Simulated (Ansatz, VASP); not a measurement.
One calculation of Nb2B, two programs

```
Nb B
1.0
     0.00000    2.72385    2.72385
     2.72385    0.00000    2.72385
     2.72385    2.72385    0.00000
Nb B
2 1
Direct
  0.25000 0.25000 0.25000
  0.75000 0.75000 0.75000
  0.00000 0.00000 0.00000
```

Change from the starting cell: species swapped into the Li2S type (Fm-3m, No. 225).

Alike in both runs: task single point; functional PBE; k mesh 6 × 6 × 6; occupations gaussian, width 0.1 eV; no spin polarisation.

|  | VASP | Ansatz |
| --- | --- | --- |
| version | VASP 6.6.1 | Ansatz 0.2.0 |
| potentials or method | VASP PAW PBE potentials, release 64 (Nb_sv, B), cutoff 520 eV | scalar-relativistic, plane waves, PAW |
| valence electrons in the cell | 29 | 29 |

Ansatz gave:

| Quantity | Value |
| --- | --- |
| gap on the k mesh at the Fermi level (eV) | none |
| pressure (GPa) | 23.2 |

Task: What did VASP give for the same quantities?

Result: gap on the k mesh at the Fermi level (eV): none; pressure (GPa): 22.9.

A gap of «none» marks a metal or a gap that the smearing closes.
